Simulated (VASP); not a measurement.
# ZnS (F-43m) in VASP: single point with HSE06

Aim: the single point of ZnS with HSE06.

All numbers are computed with VASP 6.6.1; they aren't measurements. Logs are shortened: lines on timing, memory, paths and dates and some standing lists are left out, and cuts for length are marked.

## 1. The cell of the first run

Symmetry: F-43m, No. 216, cubic system. The conventional cell has a = 5.206 Å, b = 5.206 Å, c = 5.206 Å, α = 90.00°, β = 90.00°, γ = 90.00°. Within 3.0 Å of Zn (site symmetry -43m) lie 4 S at 2.25 Å. Within 3.0 Å of S (site symmetry -43m) lie 4 Zn at 2.25 Å.

## 2. Single point, HSE06 (strain -3.4%)

File POSCAR:

```
ZnS
1.0
    0.0000000000      2.6030256899      2.6030256899
    2.6030256899      0.0000000000      2.6030256899
    2.6030256899      2.6030256899      0.0000000000
Zn S
1 1
Direct
    0.0000000000      0.0000000000      0.0000000000
    0.2500000000      0.2500000000      0.2500000000
```

File INCAR.step1:

```
SYSTEM = ZnS
  PREC = Accurate
  ENCUT = 400
  EDIFF = 1E-5
  ISMEAR = 0
  SIGMA = 0.01
  LREAL = .False.
  LASPH = .True.
  NELM = 120
  ALGO = Normal
  ISIF = 2
  LWAVE = .True.
  LCHARG = .False.
  GGA = PE
  NBANDS = 16
  GGA_COMPAT = .False.
```

File INCAR.step2:

```
SYSTEM = ZnS
  PREC = Accurate
  ENCUT = 400
  EDIFF = 1E-6
  ISMEAR = 0
  SIGMA = 0.01
  LREAL = .False.
  LASPH = .True.
  NELM = 120
  ALGO = Normal
  ISIF = 2
  LWAVE = .False.
  LCHARG = .False.
  GGA = PE
  LHFCALC = .True.
  HFSCREEN = 0.2079
  PRECFOCK = Normal
  ISTART = 1
  NBANDS = 16
  GGA_COMPAT = .False.
```

File KPOINTS:

```
regular mesh
0
Gamma
  6 6 6
  0 0 0
```

Potentials or basis: VASP PAW PBE potentials, release 64 (Zn, S).

Run with:

```bash
$ cat potpaw_PBE.64/Zn/POTCAR potpaw_PBE.64/S/POTCAR > POTCAR
$ cp INCAR.step1 INCAR
$ mpirun -np 1 vasp_std > vasp.out
$ cp INCAR.step2 INCAR
$ mpirun -np 1 vasp_std > vasp.out
```

OUTCAR:

```text
SYSTEM = ZnS
   PREC = Accurate
   ENCUT = 400
   EDIFF = 1E-6
   ISMEAR = 0
   LREAL = .False.
   LASPH = .True.
   NELM = 120
   ISIF = 2
   GGA = PE
   LHFCALC = .True.
   HFSCREEN = 0.2079
   PRECFOCK = Normal
   ISTART = 1

 ion  position               nearest neighbor table
   1  0.000  0.000  0.000-   2 2.25   2 2.25   2 2.25   2 2.25
   2  0.250  0.250  0.250-   1 2.25   1 2.25   1 2.25   1 2.25

  LATTYP: Found a face centered cubic cell.
 ALAT       =     5.2060513798

  Lattice vectors:

 A1 = (   0.0000000000,   2.6030256899,   2.6030256899)
 A2 = (   2.6030256899,   0.0000000000,   2.6030256899)
 A3 = (   2.6030256899,   2.6030256899,   0.0000000000)

Analysis of symmetry for initial positions (statically):
=====================================================================
 Subroutine PRICEL returns:
 Original cell was already a primitive cell.

 Routine SETGRP: Setting up the symmetry group for a
 face centered cubic supercell.

 Subroutine GETGRP returns: Found 24 space group operations
 (whereof 24 operations were pure point group operations)
 out of a pool of 48 trial point group operations.

The static configuration has the point symmetry T_d .

Analysis of symmetry for dynamics (positions and initial velocities):
=====================================================================
 Subroutine PRICEL returns:
 Original cell was already a primitive cell.

 Routine SETGRP: Setting up the symmetry group for a
 face centered cubic supercell.

 Subroutine GETGRP returns: Found 24 space group operations
 (whereof 24 operations were pure point group operations)
 out of a pool of 48 trial point group operations.

The dynamic configuration has the point symmetry T_d .

 Subroutine INISYM returns: Found 24 space group operations
 (whereof 24 operations are pure point group operations),
 and found     1 'primitive' translations

----------------------------------------------------------------------------------------

                                     Primitive cell

  volume of cell :      35.2749

  direct lattice vectors                    reciprocal lattice vectors
     0.000000000  2.603025690  2.603025690    -0.192084159  0.192084159  0.192084159
     2.603025690  0.000000000  2.603025690     0.192084159 -0.192084159  0.192084159
     2.603025690  2.603025690  0.000000000     0.192084159  0.192084159 -0.192084159

  length of vectors
     3.681234234  3.681234234  3.681234234     0.332699522  0.332699522  0.332699522

  position of ions in fractional coordinates (direct lattice)
     0.000000000  0.000000000  0.000000000
     0.250000000  0.250000000  0.250000000

  ion indices of the primitive-cell ions
   primitive index   ion index
                 1           1
                 2           2

----------------------------------------------------------------------------------------

 KPOINTS: regular mesh

Automatic generation of k-mesh.
 Grid dimensions read from file:
 generate k-points for:    6    6    6

 Generating k-lattice:

  Cartesian coordinates                     Fractional coordinates (reciprocal lattice)
    -0.032014026  0.032014026  0.032014026     0.166666667  0.000000000  0.000000000
     0.032014026 -0.032014026  0.032014026     0.000000000  0.166666667  0.000000000
     0.032014026  0.032014026 -0.032014026     0.000000000  0.000000000  0.166666667

  Length of vectors
     0.055449920  0.055449920  0.055449920

  Shift w.r.t. Gamma in fractional coordinates (k-lattice)
     0.000000000  0.000000000  0.000000000

 Subroutine IBZKPT returns following result:
 ===========================================

 Found     16 irreducible k-points:

 Following reciprocal coordinates:
            Coordinates               Weight
  0.000000  0.000000  0.000000      1.000000
  0.166667  0.000000  0.000000      8.000000
  0.333333  0.000000  0.000000      8.000000
  0.500000  0.000000  0.000000      4.000000
  0.166667  0.166667  0.000000      6.000000
  0.333333  0.166667  0.000000     24.000000
[... 8 lines left out ...]
 -0.333333  0.333333  0.166667     24.000000
 -0.333333  0.500000  0.166667     12.000000
   k-points           NKPTS =     16   k-points in BZ     NKDIM =    216   number of bands    NBANDS=     16
   number of dos      NEDOS =    301   number of ions     NIONS =      2
   total plane-waves  NPLWV =  13824
   dimension x,y,z NGX =    24 NGY =   24 NGZ =   24
   dimension x,y,z NGXF=    48 NGYF=   48 NGZF=   48
   ions per type =               1   1
   NGX,Y,Z   is equivalent  to a cutoff of  10.84, 10.84, 10.84 a.u.
   NGXF,Y,Z  is equivalent  to a cutoff of  21.68, 21.68, 21.68 a.u.
 SYSTEM =  ZnS
   PREC   = accura    normal or accurate (medium, high low for compatibility)
   ISTART =      1    job   : 0-new  1-cont  2-samecut
   ICHARG =      0    charge: 1-file 2-atom 10-const
   ISPIN  =      1    spin polarized calculation?
   LNONCOLLINEAR =      F non collinear calculations
   LSORBIT =      F    spin-orbit coupling
   LASPH  =      T    aspherical Exc in radial PAW
   ENCUT  =  400.0 eV  29.40 Ry    5.42 a.u.   6.00  6.00  6.00*2*pi/ulx,y,z
   NELM   =    120;   NELMIN=  2; NELMDL=  0     # of ELM steps
   EDIFF  = 0.1E-05   stopping-criterion for ELM
   LREAL  =      F    real-space projection
   EDIFFG = 0.1E-04   stopping-criterion for IOM
   NSW    =      0    number of steps for IOM
   IBRION =     -1    ionic relax: 0-MD 1-quasi-New 2-CG
   NFREE  =      0    steps in history (QN), initial steepest desc. (CG)
   ISIF   =      2    stress and relaxation
   ISYM   =      3    0-nonsym 1-usesym 2-fastsym
   POTIM  = 0.5000    time-step for ionic-motion
   TEBEG  =    0.0;   TEEND  =   0.0 temperature during run
   PSTRESS=    0.0 pullay stress
   NELECT =      18.0000    total number of electrons
   NUPDOWN=      -1.0000    fix difference up-down
   EMIN   =  10.00;   EMAX   =-10.00  energy-range for DOS
   EFERMI =   0.00;   METHOD = LEGACY
   ISMEAR =     0;   SIGMA  =   0.01  broadening in eV -4-tet -1-fermi 0-gaus
   EFERMI_NEDOS =   21; number of points for ismear=-14 and -15
   IALGO  =     38    algorithm
   IMIX   =      1    mixing-type and parameters
     AMIX     =   0.40;   BMIX     =  1.00
     AMIX_MAG =   1.60;   BMIX_MAG =  1.00
  volume/ion in A,a.u.               =      17.64       119.02
  Fermi-wavevector in a.u.,A,eV,Ry     =   1.308209  2.472157 23.285166  1.711411
  Thomas-Fermi vector in A             =   2.438892
   LORBIT       =      0    0 simple, 1 ext, 2 COOP (PROOUT), +10 PAW based schemes
   GGA     = PE    functional components
   LHFCALC =     T    Hartree Fock is set to
   PRECFOCK=normal    Normal, Fast or Accurate (Low or Medium for compatibility)
   ENCUT4O =  -1.0   cutoff for four orbital integrals eV
   NKREDX  =     1    reduce k-point grid by
   NKREDY  =     1    reduce k-point grid by
   NKREDZ  =     1    reduce k-point grid by
   AEXX    =    0.2500 exact exchange contribution
   HFSCREEN=    0.2079 screening length (either q_TF or 0.3 A-1)
   HFSCREENC=   0.2079 screening length for correlation (either q_TF or 0.3 A-1)
   ENCUTFOCK=  -1.0 apply spherical cutoff to Coloumb kernel
   IVDW    =     0    specifies the selected vdW correction
   LEPSILON=     F    determine dielectric tensor
   LRPA    =     F    only Hartree local field effects (RPA)
 non-spin polarized calculation
 Gauss-broadening in eV      SIGMA  =   0.01
  energy-cutoff  :      400.00
  volume of cell :       35.27
 maximum number of plane-waves:       650
  NGX = 20; NGY = 20; NGZ = 20

 number of electron      18.0000028 magnetization

 Free energy of the ion-electron system (eV)
  ---------------------------------------------------
  ext. energy  EPLUGINS =         0.00000000
  ---------------------------------------------------
  free energy    TOTEN  =        -8.21086461 eV

  energy without entropy =       -8.21086461  energy(sigma->0) =       -8.21086461

 E-fermi :   2.5694     XC(G=0):  -8.3934

 val. band max:        2.4840105729   @ k =   0.0000   0.0000   0.0000
 cond. band min:       6.3528065583   @ k =   0.0000   0.0000   0.0000
 fundamental gap:      3.8687959854
 Fermi energy:         2.5693715308

 k-point     1 :       0.0000    0.0000    0.0000
  band No.  band energies     occupation
      1     -12.7307      2.00000
      2      -5.8263      2.00000
      3      -5.8263      2.00000
      4      -5.8263      2.00000
      5      -5.2463      2.00000
      6      -5.2463      2.00000
[... 8 lines left out ...]
     15      15.8394      0.00000
     16      16.5616      0.00000

 k-point     2 :       0.1667    0.0000    0.0000
  band No.  band energies     occupation
      1     -12.4671      2.00000
      2      -5.7985      2.00000
      3      -5.7836      2.00000
      4      -5.7836      2.00000
      5      -5.2490      2.00000
      6      -5.2490      2.00000
[... 8 lines left out ...]
     15      14.9001      0.00000
     16      17.0086      0.00000

 k-point     3 :       0.3333    0.0000    0.0000
  band No.  band energies     occupation
      1     -11.8630      2.00000
      2      -5.7134      2.00000
      3      -5.7134      2.00000
      4      -5.5529      2.00000
      5      -5.2330      2.00000
      6      -5.2330      2.00000
[... 8 lines left out ...]
     15      15.6977      0.00000
     16      16.1004      0.00000

 k-point     4 :       0.5000    0.0000    0.0000
  band No.  band energies     occupation
      1     -11.5091      2.00000
      2      -5.6890      2.00000
      3      -5.6890      2.00000
      4      -5.2109      2.00000
      5      -5.2109      2.00000
      6      -4.9541      2.00000
[... 8 lines left out ...]
     15      17.8190      0.00000
     16      17.8190      0.00000
[... 172 lines left out ...]
 k-point    14 :       0.5000    0.3333    0.1667
  band No.  band energies     occupation
      1     -11.4442      2.00000
      2      -5.6764      2.00000
      3      -5.6114      2.00000
      4      -5.4509      2.00000
      5      -5.2159      2.00000
      6      -5.1099      2.00000
[... 8 lines left out ...]
     15      18.7084      0.00000
     16      19.4214      0.00000

 k-point    15 :      -0.3333    0.3333    0.1667
  band No.  band energies     occupation
      1     -11.2049      2.00000
      2      -5.6527      2.00000
      3      -5.5618      2.00000
      4      -5.3148      2.00000
      5      -5.2484      2.00000
      6      -4.7708      2.00000
[... 8 lines left out ...]
     15      18.4172      0.00000
     16      19.2213      0.00000

 k-point    16 :      -0.3333    0.5000    0.1667
  band No.  band energies     occupation
      1     -11.0961      2.00000
      2      -5.6769      2.00000
      3      -5.4903      2.00000
      4      -5.3681      2.00000
      5      -5.2159      2.00000
      6      -4.7250      2.00000
[... 8 lines left out ...]
     15      18.5284      0.00000
     16      19.5913      0.00000

------------------------ aborting loop because EDIFF is reached ----------------------------------------

  FORCE on cell =-STRESS in cart. coord.  units (eV):
  Direction    XX          YY          ZZ          XY          YZ          ZX
  --------------------------------------------------------------------------------------
  -------------------------------------------------------------------------------------
  Total        2.5924453      2.5924453      2.5924453      0.0000000      0.0000000      0.0000000
  in kB      117.7483482    117.7483482    117.7483482      0.0000000      0.0000000      0.0000000
  external PRESSURE =     117.7483482 kB  Pullay stress =       0.0000000 kB

 VOLUME and BASIS-vectors are now :
 -----------------------------------------------------------------------------
  energy-cutoff  :      400.00
  volume of cell :       35.27
      direct lattice vectors                 reciprocal lattice vectors
     0.000000000  2.603025690  2.603025690    -0.192084159  0.192084159  0.192084159
     2.603025690  0.000000000  2.603025690     0.192084159 -0.192084159  0.192084159
     2.603025690  2.603025690  0.000000000     0.192084159  0.192084159 -0.192084159

 POSITION                                       TOTAL-FORCE (eV/Angst)
 -----------------------------------------------------------------------------------
      0.00000      0.00000      0.00000        -0.000000     -0.000000     -0.000000
      1.30151      1.30151      1.30151         0.000000      0.000000      0.000000
 -----------------------------------------------------------------------------------
    total drift:                                0.000155      0.000096      0.000077

  FREE ENERGIE OF THE ION-ELECTRON SYSTEM (eV)
  ---------------------------------------------------
  free  energy   TOTEN  =        -8.2108646099 eV

  energy  without entropy=       -8.2108646099  energy(sigma->0) =       -8.21086461
```

Wall time 30 min (1 thread of Intel Xeon Platinum 8259CL at 2.50GHz (Skylake/Cascade Lake), shared host); peak memory 0.25 GiB.

What came out:

```
Free energy            : -8.2109 eV
Pressure               : 11.8 GPa
Band gap on the k mesh : 3.87 eV
```

Caveat: the cell differs from its parent crystal (strain -3.4%); the cell stands under pressure; the PAW data sets were made with another functional, which shifts forces and pressure a little. A k mesh can miss the band edges.
